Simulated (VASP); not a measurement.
# Hf4F in VASP: further runs, part 2 of 2

VASP 6.6.1.

## 4. Single point, PBE

The input, INCAR:

```
SYSTEM = Hf4F
ALGO     = Normal         ! electronic algorithm
DIPOL    = 0.5 0.5 0.372
EDIFF    = 1E-6           ! SCF threshold, eV
ENCUT    = 520            ! plane-wave cutoff, eV
GGA      = PE             ! functional
IDIPOL   = 3            
ISIF     = 2              ! what is computed and relaxed
ISMEAR   = 0              ! smearing method
LASPH    = .TRUE.         ! aspherical terms in the spheres
LCHARG   = .FALSE.        ! write CHGCAR
LDIPOL   = .TRUE.       
LREAL    = .FALSE.        ! projectors in reciprocal space
LWAVE    = .FALSE.        ! write WAVECAR
NBANDS   = 32             ! bands
NELM     = 100            ! most SCF steps
PREC     = Accurate       ! precision mode
SIGMA    = 0.1            ! smearing width, eV
```

The input, KPOINTS:

```
k-points
0
G
  9 9 1
  0 0 0
```

The input, POSCAR:

```
Hf4F
1.0
    3.2048170381      0.0000000000      0.0000000000
   -1.6024085190      2.7754529695      0.0000000000
    0.0000000000      0.0000000000     24.5281466259
Hf F
4 1
Direct
    0.6666666667      0.3333333333      0.1630779553
    0.3333333333      0.6666666667      0.2663815885
    0.6666666667      0.3333333333      0.3732987945
    0.3333333333      0.6666666667      0.4699966451
    0.7777777778      0.2222222222      0.5870050781
```

Potentials or basis: VASP PAW PBE potentials, release 64 (Hf_pv, F).

Launch:

```bash
$ cat potpaw_PBE.64/Hf_pv/POTCAR potpaw_PBE.64/F/POTCAR > POTCAR
$ mpirun -np 1 vasp_std > vasp.out
```

OUTCAR:

```text
SYSTEM = Hf4F
   EDIFF = 1E-6
   ENCUT = 520
   GGA = PE
   ISIF = 2
   ISMEAR = 0
   LASPH = .TRUE.
   LREAL = .FALSE.
   NELM = 100
   PREC = Accurate

 ion  position               nearest neighbor table
   1  0.667  0.333  0.163-   2 3.14   2 3.14   2 3.14
   2  0.333  0.667  0.266-   1 3.14   1 3.14   1 3.14   3 3.21   3 3.21   3 3.21
   3  0.667  0.333  0.373-   4 3.01   4 3.01   4 3.01   2 3.21   2 3.21   2 3.21
   4  0.333  0.667  0.470-   3 3.01   3 3.01   3 3.01
   5  0.778  0.222  0.587-

  LATTYP: Found a hexagonal cell.
 ALAT       =     3.2048170381
 C/A-ratio  =     7.6535247829

  Lattice vectors:

 A1 = (   3.2048170381,   0.0000000000,   0.0000000000)
 A2 = (  -1.6024085190,   2.7754529695,   0.0000000000)
 A3 = (   0.0000000000,   0.0000000000,  24.5281466259)

Analysis of symmetry for initial positions (statically):
=====================================================================
 Subroutine PRICEL returns:
 Original cell was already a primitive cell.

 Routine SETGRP: Setting up the symmetry group for a
 hexagonal supercell.

 Subroutine GETGRP returns: Found  2 space group operations
 (whereof  2 operations were pure point group operations)
 out of a pool of 24 trial point group operations.

The static configuration has the point symmetry C_1h.

Analysis of symmetry for dynamics (positions and initial velocities):
=====================================================================
 Subroutine PRICEL returns:
 Original cell was already a primitive cell.

 Routine SETGRP: Setting up the symmetry group for a
 hexagonal supercell.

 Subroutine GETGRP returns: Found  2 space group operations
 (whereof  2 operations were pure point group operations)
 out of a pool of 24 trial point group operations.

The dynamic configuration has the point symmetry C_1h.

 Subroutine INISYM returns: Found  2 space group operations
 (whereof  2 operations are pure point group operations),
 and found     1 'primitive' translations

----------------------------------------------------------------------------------------

                                     Primitive cell

  volume of cell :     218.1734

  direct lattice vectors                    reciprocal lattice vectors
     3.204817038  0.000000000  0.000000000     0.312030293  0.180150774  0.000000000
    -1.602408519  2.775452969  0.000000000     0.000000000  0.360301548  0.000000000
     0.000000000  0.000000000 24.528146626     0.000000000  0.000000000  0.040769489

  length of vectors
     3.204817038  3.204817038 24.528146626     0.360301548  0.360301548  0.040769489

  position of ions in fractional coordinates (direct lattice)
     0.666666667  0.333333333  0.163077955
     0.333333333  0.666666667  0.266381589
     0.666666667  0.333333333  0.373298795
     0.333333333  0.666666667  0.469996645
     0.777777778  0.222222222  0.587005078

  ion indices of the primitive-cell ions
   primitive index   ion index
                 1           1
                 2           2
                 3           3
                 4           4
                 5           5

[... 30 lines left out ...]
 -0.111111  0.111111  0.000000      2.000000
  0.222222 -0.000000  0.000000      4.000000
 -0.222222  0.222222  0.000000      2.000000
  0.333333 -0.000000  0.000000      4.000000
[... 16 lines left out ...]
 -0.222222 -0.444444  0.000000      4.000000
  0.444444  0.333333  0.000000      4.000000
   k-points           NKPTS =     25   k-points in BZ     NKDIM =     25   number of bands    NBANDS=     32
   number of dos      NEDOS =    301   number of ions     NIONS =      5
   total plane-waves  NPLWV = 110592
   dimension x,y,z NGX =    24 NGY =   24 NGZ =  192
   dimension x,y,z NGXF=    48 NGYF=   48 NGZF=  384
   ions per type =               4   1
   NGX,Y,Z   is equivalent  to a cutoff of  12.45, 12.45, 13.01 a.u.
   NGXF,Y,Z  is equivalent  to a cutoff of  24.90, 24.90, 26.03 a.u.
 SYSTEM =  Hf4F
   PREC   = accura    normal or accurate (medium, high low for compatibility)
   ISTART =      0    job   : 0-new  1-cont  2-samecut
   ICHARG =      2    charge: 1-file 2-atom 10-const
   ISPIN  =      1    spin polarized calculation?
   LNONCOLLINEAR =      F non collinear calculations
   LSORBIT =      F    spin-orbit coupling
   LASPH  =      T    aspherical Exc in radial PAW
   ENCUT  =  520.0 eV  38.22 Ry    6.18 a.u.   5.96  5.96 45.61*2*pi/ulx,y,z
   NELM   =    100;   NELMIN=  2; NELMDL= -5     # of ELM steps
   EDIFF  = 0.1E-05   stopping-criterion for ELM
   LREAL  =      F    real-space projection
   EDIFFG = 0.1E-04   stopping-criterion for IOM
   NSW    =      0    number of steps for IOM
   IBRION =     -1    ionic relax: 0-MD 1-quasi-New 2-CG
   NFREE  =      0    steps in history (QN), initial steepest desc. (CG)
   ISIF   =      2    stress and relaxation
   ISYM   =      2    0-nonsym 1-usesym 2-fastsym
   POTIM  = 0.5000    time-step for ionic-motion
   TEBEG  =    0.0;   TEEND  =   0.0 temperature during run
   PSTRESS=    0.0 pullay stress
   NELECT =      47.0000    total number of electrons
   NUPDOWN=      -1.0000    fix difference up-down
   EMIN   =  10.00;   EMAX   =-10.00  energy-range for DOS
   EFERMI =   0.00;   METHOD = LEGACY
   ISMEAR =     0;   SIGMA  =   0.10  broadening in eV -4-tet -1-fermi 0-gaus
   EFERMI_NEDOS =   21; number of points for ismear=-14 and -15
   IALGO  =     38    algorithm
   IMIX   =      4    mixing-type and parameters
     AMIX     =   0.40;   BMIX     =  1.00
     AMIX_MAG =   1.60;   BMIX_MAG =  1.00
  volume/ion in A,a.u.               =      43.63       294.46
  Fermi-wavevector in a.u.,A,eV,Ry     =   0.981387  1.854552 13.104041  0.963120
  Thomas-Fermi vector in A             =   2.112389
   LORBIT       =      0    0 simple, 1 ext, 2 COOP (PROOUT), +10 PAW based schemes
   GGA     = PE    functional components
   LHFCALC =     F    Hartree Fock is set to
   AEXX    =    0.0000 exact exchange contribution
   IVDW    =     0    specifies the selected vdW correction
   LEPSILON=     F    determine dielectric tensor
   LRPA    =     F    only Hartree local field effects (RPA)
 non-spin polarized calculation
 Gauss-broadening in eV      SIGMA  =   0.10
  energy-cutoff  :      520.00
  volume of cell :      218.17
 maximum number of plane-waves:      5922
   NGX = 11   NGY = 11   NGZ = 91

 dipolmoment           0.000000      0.000000     -0.078902 electrons x Angstroem

 number of electron      46.9999995 magnetization

 dipolmoment           0.000000      0.000000      0.313062 electrons x Angstroem

 Free energy of the ion-electron system (eV)
  ---------------------------------------------------
  ext. energy  EPLUGINS =         0.00000000
  ---------------------------------------------------
  free energy    TOTEN  =       -40.27212213 eV

  energy without entropy =      -40.21488251  energy(sigma->0) =      -40.24350232

 E-fermi :  -2.1804     XC(G=0):  -5.9430

 val. band max:       -2.1811246817   @ k =  -0.1111   0.1111   0.0000
 cond. band min:      -2.1786907704   @ k =   0.1111  -0.0000   0.0000
 fundamental gap:      0.0024339113
 Fermi energy:        -2.1804084987

 k-point     1 :       0.0000    0.0000    0.0000
  band No.  band energies     occupation
      1     -33.5093      2.00000
      2     -33.3008      2.00000
      3     -33.0178      2.00000
      4     -33.0023      2.00000
      5     -32.8002      2.00000
      6     -32.7999      2.00000
[... 829 lines left out ...]
     31       0.8084      0.00000
     32       1.3877      0.00000

 [... further k-points ...]

------------------------ aborting loop because EDIFF is reached ----------------------------------------

 vacuum level on the upper side and lower side of the slab       (xc-potential included)         3.053        -3.196

  FORCE on cell =-STRESS in cart. coord.  units (eV):
  Direction    XX          YY          ZZ          XY          YZ          ZX
  --------------------------------------------------------------------------------------
  -------------------------------------------------------------------------------------
  Total       -1.2926327     -1.5425937     -8.3307467     -0.2164726     -0.0544773      0.0943575
  in kB       -9.4925712    -11.3281836    -61.1776323     -1.5896870     -0.4000594      0.6929234
  external PRESSURE =     -27.3327957 kB  Pullay stress =       0.0000000 kB

 VOLUME and BASIS-vectors are now :
 -----------------------------------------------------------------------------
  energy-cutoff  :      520.00
  volume of cell :      218.17
      direct lattice vectors                 reciprocal lattice vectors
     3.204817038  0.000000000  0.000000000     0.312030293  0.180150774  0.000000000
    -1.602408519  2.775452969  0.000000000     0.000000000  0.360301548  0.000000000
     0.000000000  0.000000000 24.528146626     0.000000000  0.000000000  0.040769489

 POSITION                                       TOTAL-FORCE (eV/Angst)
 -----------------------------------------------------------------------------------
      1.60241      0.92515      4.00000         0.001961     -0.001132      0.715930
     -0.00000      1.85030      6.53385        -0.005280      0.003048     -0.723445
      1.60241      0.92515      9.15633        -0.006456      0.003727     -0.153145
     -0.00000      1.85030     11.52815        -0.013608      0.007856      2.557299
      2.13654      0.61677     14.39815         0.023383     -0.013500     -2.396639
 -----------------------------------------------------------------------------------
    total drift:                               -0.000025      0.000014      0.005790

  FREE ENERGIE OF THE ION-ELECTRON SYSTEM (eV)
  ---------------------------------------------------
  free  energy   TOTEN  =       -40.2721221286 eV

  energy  without entropy=      -40.2148825070  energy(sigma->0) =      -40.24350232

 vacuum level on the upper side and lower side of the slab         8.532         2.154
```

It took 7.8 min on 1 thread of Intel Xeon 6975P-C (Granite Rapids), shared host; peak memory 0.4 GiB.

Results:

```yaml
Free_energy: -40.2721 eV
Largest_force: 2.557 eV/Å
Band_gap_on_the_k_mesh: zero (an odd number of electrons rules out a gap without spin polarisation)
```

Forces in eV/Å, atoms in the order of the input:
```
Hf   0.002 -0.001  0.716
Hf  -0.005  0.003 -0.723
Hf  -0.006  0.004 -0.153
Hf  -0.014  0.008  2.557
F    0.023 -0.013 -2.397
```

Caveat: spin-orbit coupling is left out, which moves the levels of the heavy elements.

## 5. The runs side by side

| cell | gap on the mesh (eV) | largest force (eV/Å) |
| --- | --- | --- |
| as given, atomic positions A | none | 4.60 |
| as given, atomic positions B | none | 4.14 |
| as given, atomic positions C | none | 2.56 |

Alike in all rows: task single point; level PBE; potentials or basis VASP PAW PBE potentials, release 64 (Hf_pv, F); no spin polarisation; k mesh 9 × 9 × 1; cutoff (eV) 520; smearing gaussian 0.1 eV.

Caveats: spin-orbit coupling is left out, which moves the levels of the heavy elements.

Absolute energies hang on the potentials; compare differences alone.
